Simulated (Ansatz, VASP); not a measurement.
## Two plane-wave programs on TaN

```xyz
4
Lattice="0.0000 0.0000 2.8978 2.9502 0.0000 0.0000 0.0000 5.1099 0.0000" Properties=species:S:1:pos:R:3 pbc="T T T"
Ta    0.0000    1.7033    1.4489
Ta    1.4751    4.2582    1.4489
N     1.4751    2.5549    0.0000
N     0.0000    0.0000    0.0000
```

Alike in both runs: task single point; functional PBE; k mesh 20 × 20 × 12; occupations gaussian, width 0.15 eV; no spin polarisation.

|  | VASP | Ansatz |
| --- | --- | --- |
| version | VASP 6.6.1 | Ansatz 0.2.0 |
| potentials or method | VASP PAW PBE potentials, release 64 (Ta_pv, N), cutoff 520 eV | scalar-relativistic, plane waves, PAW |
| valence electrons in the cell | 32 | 36 |

|  | VASP | Ansatz | Ansatz less VASP |
| --- | --- | --- | --- |
| gap on the k mesh at the Fermi level (eV) | none | none | - |
| pressure (GPa) | 0.7 | 0.0 | -0.66 |
| traceless stress, the component that is largest in VASP (GPa) | 0.11 | 0.00 | -0.107 |

A gap of «none» marks a metal or a gap that the smearing closes. VASP's potentials hold 32 valence electrons a cell and Ansatz's 36, so a difference there can come from the potentials and not from the codes.

Neither program's run includes spin-orbit coupling.
